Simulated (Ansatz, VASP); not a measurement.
# Na3TiPd2 in VASP and in Ansatz

```xyz
6
Lattice="4.3143 0.0000 0.0000 -2.1572 3.7363 0.0000 0.0000 0.0000 10.2163" Properties=species:S:1:pos:R:3 pbc="T T T"
Na    0.0000    0.0000    5.1082
Na    2.1572    1.2454    2.4482
Na    0.0000    2.4909    7.7681
Ti    0.0000    0.0000    0.0000
Pd    2.1572    1.2454    9.5139
Pd    0.0000    2.4909    0.7024
```

Change from the starting cell: species swapped into the Li3NdSb2 type (P-3m1, No. 164).

Alike in both runs: functional PBE; k mesh 12 × 12 × 4; occupations gaussian, width 0.1 eV; no spin polarisation.

Ansatz relaxed the structure, and its values are those at the end. VASP's run is a single point on that final structure, the one shown.

|  | VASP | Ansatz |
| --- | --- | --- |
| version | VASP 6.6.1 | Ansatz 0.2.0 |
| potentials or method | VASP PAW PBE potentials, release 64 (Na_pv, Ti_sv, Pd), cutoff 520 eV | scalar-relativistic, plane waves, PAW |
| valence electrons in the cell | 53 | 75 |

|  | VASP | Ansatz | Ansatz less VASP |
| --- | --- | --- | --- |
| gap on the k mesh at the Fermi level (eV) | none | none | - |
| pressure (GPa) | 0.0 | 0.0 | +0.03 |

A gap of «none» marks a metal or a gap that the smearing closes. VASP's potentials hold 53 valence electrons a cell and Ansatz's 75, so a difference there can come from the potentials and not from the codes.
